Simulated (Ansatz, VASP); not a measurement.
TiC: VASP beside Ansatz

```
Ti C
1.0
     0.00000    2.15318    2.16400
     2.17482    0.00000    2.16400
     2.17482    2.15318    0.00000
Ti C
1 1
Direct
  0.00000 0.00000 0.00000
  0.50000 0.50000 0.50000
```

Change from the starting cell: strain +0.0050 x Voigt [1, -1, 0, 0, 0, 0], atoms carried along.

Alike in both runs: task single point; functional r2SCAN; k mesh 18 × 18 × 18; occupations gaussian, width 0.15 eV; no spin polarisation.

|  | VASP | Ansatz |
| --- | --- | --- |
| version | VASP 6.6.1 | Ansatz 0.2.0 |
| potentials or method | VASP PAW PBE potentials, release 64 (Ti_sv, C), cutoff 520 eV | scalar-relativistic, plane waves, PAW |
| valence electrons in the cell | 16 | 16 |

```tsv
	VASP	Ansatz	Ansatz less VASP
gap on the k mesh at the Fermi level (eV)	none	none	-
pressure (GPa)	1.0	0.0	-0.95
traceless stress, the component that is largest in VASP (GPa)	2.05	2.03	-0.027
```

VASP's potentials were made for PBE, not for r2SCAN. A gap of «none» marks a metal or a gap that the smearing closes.
